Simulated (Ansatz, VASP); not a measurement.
One calculation of Cu, two programs

```
Cu
1.0
     2.29513    0.00000    0.00000
    -1.14756    1.98764    0.00000
     0.00000    0.00000   23.58668
Cu
6
Cartesian
  0.0000 0.0000 8.8173
  1.1476 0.6625 6.8401
  0.0000 1.3251 10.8010
  0.0000 0.0000 14.7694
  1.1476 0.6625 12.7857
  0.0000 1.3251 16.7466
```

Change from the starting cell: strain -0.080 along x and y, -0.040 along z, atoms carried along.

Alike in both runs: task single point; functional PBEsol; k mesh 24 × 24 × 2; occupations gaussian, width 0.15 eV; no spin polarisation.

|  | VASP | Ansatz |
| --- | --- | --- |
| version | VASP 6.6.1 | Ansatz 0.2.0 |
| potentials or method | VASP PAW PBE potentials, release 64 (Cu), cutoff 520 eV | scalar-relativistic, plane waves, PAW |
| valence electrons in the cell | 66 | 114 |

```tsv
	VASP	Ansatz	Ansatz less VASP
gap on the k mesh at the Fermi level (eV)	none	none	-
rms of the force components (eV/Å)	0.461	0.451	-0.0096
```

VASP's potentials were made for PBE, not for PBEsol. Atom by atom the forces differ by 0.010 eV/Å (rms over components). A gap of «none» marks a metal or a gap that the smearing closes. The functional is the same, so the differences come from potentials, cutoffs and numerics. VASP's potentials hold 66 valence electrons a cell and Ansatz's 114, so a difference there can come from the potentials and not from the codes.
